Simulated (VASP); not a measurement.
Set up this calculation in VASP 6.6.1, as the native input.

```
Task                   : single point
Functional             : PBE
Potentials or basis    : VASP PAW PBE potentials, release 64 (Ru_pv, Rh_pv, C, N)
Cutoff                 : 520 eV
k mesh                 : 8 × 8 × 8
Occupations            : gaussian, width 0.1 eV
Spin                   : no spin polarisation
Dipole correction      : no
Further INCAR settings : ALGO = Normal; EDIFF = 1e-06; NBANDS = 44
```

The structure of RuRhC4N4 lies in POSCAR:

```
RuRhC4N4
1.0
    5.8052475008      0.0000000000      0.0000000000
    0.0000000000      5.8052475008      0.0000000000
    0.0000000000      0.0000000000      5.8052475008
Ru Rh C N
1 1 4 4
Direct
    0.5000000000      0.5000000000      0.5000000000
    0.0000000000      0.0000000000      0.0000000000
    0.1918819607      0.1918819607      0.1918819607
    0.1918819607      0.8081180393      0.8081180393
    0.8081180393      0.1918819607      0.8081180393
    0.8081180393      0.8081180393      0.1918819607
    0.3111652796      0.3111652796      0.3111652796
    0.3111652796      0.6888347204      0.6888347204
    0.6888347204      0.3111652796      0.6888347204
    0.6888347204      0.6888347204      0.3111652796
```

One way to write it, as run:

INCAR

```
  PREC = Accurate
  ENCUT = 520
  EDIFF = 1E-6
  ISMEAR = 0
  SIGMA = 0.1
  LREAL = False
  LASPH = True
  NELM = 80
  ALGO = Normal
  ISIF = 2
  LWAVE = False
  LCHARG = True
  GGA = PE
  LELF = True
  LVHAR = True
  NBANDS = 44
```

KPOINTS

```
regular mesh
0
Gamma
  8 8 8
```

Potentials or basis: VASP PAW PBE potentials, release 64 (Ru_pv, Rh_pv, C, N).

Command:

```sh
$ cat potpaw_PBE.64/Ru_pv/POTCAR potpaw_PBE.64/Rh_pv/POTCAR potpaw_PBE.64/C/POTCAR potpaw_PBE.64/N/POTCAR > POTCAR
$ mpirun -np 1 vasp_std > vasp.out
```

It gave:

The pressure is 0.1 GPa and the largest force is 0.250 eV/Å.

Wall time 6.5 min on 1 thread of Intel(R) Xeon(R) Platinum 8259CL CPU @ 2.50GHz (Skylake/Cascade Lake), with other jobs on the host, peak memory 0.49 GiB.
